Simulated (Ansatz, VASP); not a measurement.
## Cu in VASP and in Ansatz

File POSCAR:

```
Cu
1.0
    2.6055169476      0.0000000000      0.0000000000
   -1.3027584738      2.2564438667      0.0000000000
    0.0000000000      0.0000000000      3.8902002758
Cu
2
Direct
    0.3333333333      0.6666666667      0.2500000000
    0.6666666667      0.3333333333      0.7500000000
```

Contents of INCAR.step1:

```
ALGO     = Normal         # electronic algorithm
EDIFF    = 1E-4           # SCF threshold, eV
ENCUT    = 520            # plane-wave cutoff, eV
GGA      = PE             # functional
ISMEAR   = 0              # smearing method
LASPH    = T              # aspherical terms in the spheres
LCHARG   = F              # write CHGCAR
LREAL    = F              # projectors in reciprocal space
LWAVE    = T              # write WAVECAR
NBANDS   = 18             # bands
NELM     = 60             # most SCF steps
PREC     = Accurate       # precision mode
SIGMA    = 0.15           # smearing width, eV
```

File INCAR.step2:

```
ALGO     = Normal         # electronic algorithm
EDIFF    = 1E-7           # SCF threshold, eV
ENCUT    = 520            # plane-wave cutoff, eV
ISIF     = 2              # what is computed and relaxed
ISMEAR   = 0              # smearing method
ISTART   = 1            
LASPH    = T              # aspherical terms in the spheres
LCHARG   = T              # write CHGCAR
LELF     = T              # ELF
LMIXTAU  = T            
LREAL    = F              # projectors in reciprocal space
LVHAR    = T            
LWAVE    = F              # write WAVECAR
METAGGA  = R2SCAN         # meta-GGA
NBANDS   = 18             # bands
NELM     = 60             # most SCF steps
PREC     = Accurate       # precision mode
SIGMA    = 0.15           # smearing width, eV
```

The input KPOINTS:

```
k-points
0
Gamma
  24 24 14
```

Input for Ansatz:

```yaml
crystal:
  lattice:
    - [2.6055169476, 0.0, 0.0]
    - [-1.3027584738, 2.2564438667, 0.0]
    - [0.0, 0.0, 3.8902002758]
  atoms:
    - { symbol: Cu, position: [0.3333333333, 0.6666666667, 0.25] }
    - { symbol: Cu, position: [0.6666666667, 0.3333333333, 0.75] }
basis:
  ecutwfc: 500
kpoints:
  mp_grid: { grid: [24, 24, 14] }
hamiltonian:
  xc: r2scan
scf:
  occupations: { method: gaussian, width: 0.15 }
output:
  forces: true
  stress: true
  eigenvalues: true
```

Alike in both runs: task single point; functional r2SCAN; k mesh 24 × 24 × 14; occupations gaussian, width 0.15 eV; no spin polarisation.

|  | VASP | Ansatz |
| --- | --- | --- |
| version | VASP 6.6.1 | Ansatz 0.2.0 |
| potentials or method | VASP PAW PBE potentials, release 64 (Cu), cutoff 520 eV | scalar-relativistic, plane waves, PAW |
| valence electrons in the cell | 22 | 38 |

|  | VASP | Ansatz | Ansatz less VASP |
| --- | --- | --- | --- |
| gap on the k mesh at the Fermi level (eV) | none | none | - |
| pressure (GPa) | 2.4 | 1.7 | -0.68 |
| traceless stress, the component that is largest in VASP (GPa) | 10.81 | 10.71 | -0.096 |

VASP's potentials were made for PBE, not for r2SCAN. A gap of «none» marks a metal or a gap that the smearing closes. VASP's potentials hold 22 valence electrons a cell and Ansatz's 38, so a difference there can come from the potentials and not from the codes.
